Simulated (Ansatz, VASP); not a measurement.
## One calculation of Sn, two programs

INCAR

```
PREC = Accurate
ENCUT = 520
EDIFF = 1E-6
ISMEAR = 0
SIGMA = 0.1
LREAL = False
LASPH = True
NELM = 80
ALGO = Fast
ISIF = 2
LWAVE = False
LCHARG = False
GGA = PS
NBANDS = 21
```

The input KPOINTS:

```
regular mesh
0
Gamma
  16 16 8
```

POSCAR

```
Sn
1.0
    2.8829337001     -1.5327934083      0.0183564319
    2.8829337001      1.5327934083      0.0183564319
   -1.9702621354      0.0000000000      5.9453455703
Sn
2
Direct
    0.1258227559      0.1258227559      0.2604749584
    0.8741772441      0.8741772441      0.7395250416
```

Input for Ansatz:

```yaml
crystal:
  lattice:
    - [2.8829337001, -1.5327934083, 0.0183564319]
    - [2.8829337001, 1.5327934083, 0.0183564319]
    - [-1.9702621354, 0.0, 5.9453455703]
  atoms:
    - { symbol: Sn, position: [0.1258227559, 0.1258227559, 0.2604749584] }
    - { symbol: Sn, position: [0.8741772441, 0.8741772441, 0.7395250416] }
basis:
  ecutwfc: 420
kpoints:
  mp_grid: { grid: [16, 16, 8] }
hamiltonian:
  xc: pbesol
scf:
  occupations: { method: gaussian, width: 0.1 }
output:
  forces: true
  stress: true
  eigenvalues: true
  populations: true
```

Alike in both runs: task single point; functional PBEsol; k mesh 16 × 16 × 8; occupations gaussian, width 0.1 eV; no spin polarisation.

```csv
,VASP,Ansatz
version,VASP 6.6.1,Ansatz 0.2.0
potentials or method,"VASP PAW PBE potentials, release 64 (Sn_d), cutoff 520 eV","scalar-relativistic, plane waves, PAW"
valence electrons in the cell,28,28
```

VASP gave:

```
gap on the k mesh at the Fermi level (eV)                     : none
pressure (GPa)                                                : 1.8
traceless stress, the component that is largest in VASP (GPa) : 3.04
rms of the force components (eV/Å)                            : 0.014
```

Question: Which values does Ansatz return?

Answer: gap on the k mesh at the Fermi level (eV): none; pressure (GPa): 1.9; traceless stress, the component that is largest in VASP (GPa): 3.04; rms of the force components (eV/Å): 0.014.

VASP's potentials were made for PBE, not for PBEsol. Atom by atom the forces differ by 0.000 eV/Å (rms over components). A gap of «none» marks a metal or a gap that the smearing closes.
